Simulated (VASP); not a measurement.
Runs of VASP 6.6.1 on BN. The structure is that of space group P6_3mc (No. 186), or close to it. The cells are those of the table. 

```csv
cell,gap on the mesh (eV),pressure (GPa),largest force (eV/Å)
"a = 2.468, b = 2.468, c = 4.334 Å, angles 90.0, 90.0, 120.0°, 4 atoms",5.45,14.2,0.06
"a = 2.582, b = 2.582, c = 4.082 Å, angles 90.0, 90.0, 120.0°, 4 atoms",(a),1.1,0.09
"a = 2.620, b = 2.620, c = 4.082 Å, angles 90.0, 90.0, 120.0°, 4 atoms",(c),(b),0.10
"a = 2.582, b = 2.582, c = 4.208 Å, angles 90.0, 90.0, 120.0°, 4 atoms",5.82,-11.3,-
```

Alike in all rows: task single point; level r2SCAN; potentials or basis VASP PAW PBE potentials, release 64 (B_h, N_h); no spin polarisation; k mesh 12 × 12 × 6; cutoff (eV) 1460; smearing gaussian 0.05 eV.

Task: Fill in the values left out.

Result: (a) 5.89; (b) -9.1; (c) 5.97.

Caveats: the PAW data sets were made with another functional, which shifts forces and pressure a little; the stress differs along the axes, from -28 to 35 GPa (at least some runs); the stress differs along the axes, from -15 to 32 GPa (at least some runs); the stress differs along the axes, from -28 to 29 GPa (at least some runs); the stress differs along the axes, from -16 to -2 GPa (at least some runs).

A k mesh can miss the band edges.
